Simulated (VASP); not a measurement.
Wanted: the native input for a VASP 6.6.1 run.

| Quantity | Value |
| --- | --- |
| Task | single point |
| Functional | LDA |
| Potentials or basis | VASP PAW LDA potentials, release 64 (Tl_d, Sn_d) |
| Cutoff | 520 eV |
| k mesh | 12 × 12 × 10 |
| Occupations | fermi-dirac, width 0.15 eV |
| Spin | no spin polarisation |
| Dipole correction | no |
| Further INCAR settings | ALGO = Fast; EDIFF = 1e-06; NBANDS = 20 |

The structure of TlSn lies in POSCAR:

```
TlSn
1.0
    3.2471872786      0.0000000000      0.0000000000
    0.0000000000      3.2471872786      0.0000000000
    0.0000000000      0.0000000000      4.9495028985
Tl Sn
1 1
Direct
    0.0000000000      0.0000000000      0.0000000000
    0.5000000000      0.5000000000      0.5000000000
```

One way to write it, as run:

INCAR

```
ALGO = Fast
EDIFF = 1E-6
ENCUT = 520
GGA = CA
ISIF = 2
ISMEAR = -1
LASPH = T
LCHARG = F
LREAL = F
LWAVE = F
NBANDS = 20
NELM = 80
PREC = Accurate
SIGMA = 0.15
```

KPOINTS

```
k-points
0
Gamma
  12 12 10
```

Potentials or basis: VASP PAW LDA potentials, release 64 (Tl_d, Sn_d).

Run with:

```bash
$ cat potpaw_LDA.64/Tl_d/POTCAR potpaw_LDA.64/Sn_d/POTCAR > POTCAR
$ mpirun -np 1 vasp_std > vasp.out
```

Results of the run:

```json
{
  "Pressure": "1.1 GPa",
  "Band gap on the k mesh": "zero (an odd number of electrons rules out a gap without spin polarisation)"
}
```

Caveat: spin-orbit coupling is left out, which moves the levels of the heavy elements.

It took 110 s on 1 thread of Intel(R) Xeon(R) Platinum 8488C (Sapphire Rapids) (shared host), peak memory 0.27 GiB.
